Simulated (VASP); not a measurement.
Crystal: HfO2.

```
CELL_PARAMETERS angstrom
3.28440 0.00000 0.00000
-1.64220 2.84437 0.00000
0.00000 0.00000 5.87691
ATOMIC_POSITIONS crystal
Hf 0.00000 0.00000 0.00000
O 0.33333 0.66667 0.16650
O 0.66667 0.33333 0.83350
```

This cell differs from its parent crystal: volume scaled by 1.070.

| Quantity | Value |
| --- | --- |
| Program | VASP 6.6.1 |
| Task | relaxation of shape and atoms at fixed volume |
| Functional | PBE |
| Potentials or basis | VASP PAW PBE potentials, release 64 (Hf_pv, O) |
| Cutoff | 600 eV |
| k mesh | 12 × 12 × 6 |
| Occupations | gaussian, width 0.05 eV |
| Spin | no spin polarisation |

At the start: pressure -6.0 GPa; volume 18.30 Å³/atom.

**Question.** How do energy, volume and symmetry change on relaxing?

**Answer.** Over 6 steps the energy falls by 13.8 meV/atom; space group P-3m1 (No. 164, to 0.05 Å).

The path:
```csv
step,energy change (eV),largest force (eV/Å),pressure (GPa),volume (Å³)
1,0.0000,0.5744,-5.99,54.90
2,-0.0343,0.1735,-2.63,54.90
3,-0.0402,0.0782,-0.55,54.90
4,-0.0402,0.0916,-0.44,54.90
5,-0.0415,0.0153,-0.23,54.90
6,-0.0415,0.0052,-0.21,54.90
```

Final structure:
```
Hf O
1.0
     3.23978    0.00000    0.00000
    -1.61989    2.80573    0.00000
     0.00000    0.00000    6.03992
Hf O
1 2
Cartesian
  0.0000 0.0000 0.0000
  0.0000 1.8705 0.9635
  1.6199 0.9352 5.0764
```

Caveat: the cell differs from its parent crystal (volume scaled by 1.070).
